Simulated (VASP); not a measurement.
BaPdF3, 10 atoms in the cell. The structure is hexagonal, space group P6_3mc (No. 186). Conventional cell: a = 5.489 Å, b = 5.489 Å, c = 5.344 Å, α = 90.00°, β = 90.00°, γ = 120.00°. Within 3.5 Å of Ba (site symmetry 3m) lie 2 Ba at 2.67 Å and 12 F at 2.98 to 3.15 Å and 3 Pd at 3.20 Å. Within 2.3 Å of Pd (site symmetry 3m) lie 3 F at 1.73 Å. F (site symmetry m) has 2 Pd at 1.73 to 2.42 Å and 2 F at 2.33 Å within 2.5 Å. The cell was generated, and may not be a known phase.

```yaml
Program: VASP 6.6.1
Task: single point
Functional: PBE
Potentials_or_basis: VASP PAW PBE potentials, release 64 (Ba_sv, Pd, F)
Cutoff: 520 eV
k_mesh: 6 × 6 × 4
Occupations: gaussian, width 0.1 eV
Spin: no spin polarisation
Dipole_correction: no
Further_INCAR_settings: ALGO = Normal; EDIFF = 1e-06; NBANDS = 52
```

Potentials or basis: VASP PAW PBE potentials, release 64 (Ba_sv, Pd, F).

Launch:

```bash
$ cat potpaw_PBE.64/Ba_sv/POTCAR potpaw_PBE.64/Pd/POTCAR potpaw_PBE.64/F/POTCAR > POTCAR
$ mpirun -np 1 vasp_std > vasp.out
```

Hardware: 1 thread of Intel Xeon 8259CL (shared host).

**Question.** How long does it take, and how much memory?

**Answer.** Run time: 4.2 min on 1 thread of Intel Xeon 8259CL, on a shared host, peak memory 0.33 GiB. Counts: scf iterations 16, k points 21.
